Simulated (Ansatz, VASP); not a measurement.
# One calculation of LuH2, two programs

```
CELL_PARAMETERS angstrom
0.00000 2.51650 2.51650
2.51650 0.00000 2.51650
2.51650 2.51650 0.00000
ATOMIC_POSITIONS crystal
Lu 0.00000 0.00000 0.00000
H 0.25000 0.25000 0.25000
H 0.75000 0.75000 0.75000
```

Alike in both runs: task relaxation of cell and atoms; functional BLYP; dispersion D3(BJ); k mesh 7 × 7 × 7; occupations fermi-dirac, width 0.1 eV; no spin polarisation.

|  | VASP | Ansatz |
| --- | --- | --- |
| version | VASP 6.6.1 | Ansatz 0.2.0 |
| potentials or method | VASP PAW PBE potentials, release 64 (Lu, H) | plane waves, PAW |
| plane-wave cutoff (eV) | 600 | 420 |
| valence electrons in the cell | 27 | 27 |

Ansatz gave:

| Quantity | Value |
| --- | --- |
| relaxed volume (Å³/atom) | 10.05 |
| relaxed cell length with the largest relative difference (Å) | 3.494 |

**Question.** Estimate VASP's values.

**Answer.** Relaxed volume (Å³/atom): 10.13; relaxed cell length with the largest relative difference (Å): 3.503.

VASP's potentials were made for PBE, not for BLYP.

Spin-orbit coupling is off throughout.
